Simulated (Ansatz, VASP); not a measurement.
**Two plane-wave programs on TaAs**

```
Ta As
1.0
    -1.73135    1.73135    5.86809
     1.73135   -1.73135    5.86809
     1.73135    1.73135   -5.86809
Ta As
2 2
Direct
  0.50017 0.00017 0.50000
  0.75017 0.75017 0.00000
  0.08243 0.58243 0.50000
  0.33243 0.33243 0.00000
```

Alike in both runs: task relaxation of cell and atoms; functional PBE; k mesh 16 × 16 × 16; occupations gaussian, width 0.05 eV; no spin polarisation.

|  | VASP | Ansatz |
| --- | --- | --- |
| version | VASP 6.6.1 | Ansatz 0.2.0 |
| potentials or method | VASP PAW PBE potentials, release 64 (Ta_pv, As), cutoff 500 eV | scalar-relativistic, plane waves, PAW |
| valence electrons in the cell | 32 | 56 |

Ansatz gave:

* gap on the k mesh at the Fermi level, each at its own relaxed structure (eV): none
* relaxed volume (Å³/atom): 17.59
* relaxed length of the cell vector where the two differ most in proportion (Å): 6.358

Problem. Estimate VASP's values.

Solution. gap on the k mesh at the Fermi level, each at its own relaxed structure (eV): none; relaxed volume (Å³/atom): 17.63; relaxed length of the cell vector where the two differ most in proportion (Å): 6.363.

A gap of «none» marks a metal or a gap that the smearing closes. VASP's potentials hold 32 valence electrons a cell and Ansatz's 56, so a difference there can come from the potentials and not from the codes.

Spin-orbit coupling is off throughout.
